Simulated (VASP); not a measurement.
# Ta: relaxation of cell and atoms with PBE

The system is Ta.

```xyz
1
Lattice="2.9002 0.0000 0.0000 -1.4501 2.5117 0.0000 0.0000 0.0000 2.7350" Properties=species:S:1:pos:R:3 pbc="T T T"
Ta    0.0000    0.0000    0.0000
```

The cell was built from a structure type or drawn by symmetry, and may not be a known phase.

| Property | Result |
| --- | --- |
| Program | VASP 6.6.1 |
| Task | relaxation of cell and atoms |
| Functional | PBE |
| Potentials or basis | VASP PAW PBE potentials, release 64 (Ta_pv) |
| Cutoff | 600 eV |
| k mesh | 24 × 24 × 20 |
| Occupations | gaussian, width 0.1 eV |
| Spin | no spin polarisation |
| Dipole correction | no |
| Further INCAR settings | ALGO = Fast; EDIFF = 1e-06; IBRION = 2; EDIFFG = -0.01; NSW = 100; ISIF = 3 |

The relaxed volume is 19.77 Å³/atom and the relaxed cell is a = 2.887 Å, b = 2.887 Å, c = 2.740 Å, α = 90.00°, β = 90.00°, γ = 120.00°. The space group after relaxing (to 0.1 Å) is P6/mmm (No. 191) and the energy gained by relaxing is 1.2 meV/atom. The ionic steps are 6. The pressure after relaxing is 0.1 GPa and the band gap on the k mesh is zero (an odd number of electrons rules out a gap without spin polarisation).

Step by step:
| step | energy change (eV) | largest force (eV/Å) | pressure (GPa) | volume (Å³) |
| --- | --- | --- | --- | --- |
| 1 | 0.0000 | 0.0000 | -1.16 | 19.92 |
| 2 | 0.0020 | 0.0000 | 2.42 | 19.51 |
| 3 | -0.0011 | 0.0000 | 0.08 | 19.76 |
| 4 | -0.0011 | 0.0000 | 0.16 | 19.76 |
| 5 | -0.0011 | 0.0000 | -0.12 | 19.79 |
| 6 | -0.0012 | 0.0000 | 0.05 | 19.77 |

Final structure:
```yaml
crystal:
  lattice:
    - [2.88667, 0.00000, 0.00000]
    - [-1.44333, 2.49993, 0.00000]
    - [0.00000, 0.00000, 2.73997]
  atoms:
    - { symbol: Ta, position: [0.00000, 0.00000, 0.00000] }
```

Levels at points of the mesh, in eV from the Fermi level:
```
           k point  band 3  band 4  band 5  band 6  band 7  band 8
(0.00, 0.00, 0.00)  -33.74   -7.87   -2.96    0.46    0.46    5.96
(0.50, 0.00, 0.00)  -33.62   -4.47   -2.16    0.45    2.21    5.14
(0.00, 0.00, 0.50)  -33.64   -4.47   -0.55    1.29    1.29    2.51
(0.50, 0.00, 0.50)  -33.88   -4.12   -2.64    1.07    5.41    5.83
```

Wall time 4.4 min on 1 thread of Intel(R) Xeon(R) Platinum 8259CL CPU @ 2.50GHz (Skylake/Cascade Lake) (shared host), peak memory 0.29 GiB.

Caveat: spin-orbit coupling is left out, which moves the levels of the heavy elements.
